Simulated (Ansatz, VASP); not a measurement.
**Li2RuRhC6N6 in VASP and in Ansatz**

```
Li Ru Rh C N
1.0
     0.00000    5.26904    5.26904
     5.26904    0.00000    5.26904
     5.26904    5.26904    0.00000
Li Ru Rh C N
2 1 1 6 6
Direct
  0.25000 0.25000 0.25000
  0.75000 0.75000 0.75000
  0.00000 0.00000 0.00000
  0.50000 0.50000 0.50000
  0.80899 0.19101 0.19101
  0.19101 0.80899 0.19101
  0.19101 0.19101 0.80899
  0.19101 0.80899 0.80899
  0.80899 0.19101 0.80899
  0.80899 0.80899 0.19101
  0.69736 0.30264 0.30264
  0.30264 0.69736 0.30264
  0.30264 0.30264 0.69736
  0.30264 0.69736 0.69736
  0.69736 0.30264 0.69736
  0.69736 0.69736 0.30264
```

Alike in both runs: functional PBE; k mesh 4 × 4 × 4; occupations gaussian, width 0.1 eV; collinear spin.

Ansatz relaxed the structure, and its values are those at the end. VASP's run is a single point on that final structure, the one shown.

|  | VASP | Ansatz |
| --- | --- | --- |
| version | VASP 6.6.1 | Ansatz 0.2.0 |
| potentials or method | VASP PAW PBE potentials, release 64 (Li_sv, Ru_pv, Rh_pv, C, N), cutoff 520 eV | scalar-relativistic, plane waves, PAW |
| valence electrons in the cell | 89 | 93 |

```tsv
	VASP	Ansatz	Ansatz less VASP
gap on the k mesh at the Fermi level (eV)	none	none	-
rms of the force components (eV/Å)	0.185	0.003	-0.1824
net moment per atom (μB)	0.06	0.06	0.000
size of the moment on the site where the two differ most (μB)	0.68	0.61	-0.069
```

Site moments also hang on the region over which each program counts them. A gap of «none» marks a metal or a gap that the smearing closes. One of these differences is far larger than is usual between the two programs; its cause wasn't traced. The functional is the same, so the differences come from potentials, cutoffs and numerics. VASP's potentials hold 89 valence electrons a cell and Ansatz's 93, so a difference there can come from the potentials and not from the codes.

Noted on VASP's run: the cutoff is short for stress, so the pressure is rough; the standard files for N, O and F lose accuracy on very short bonds.
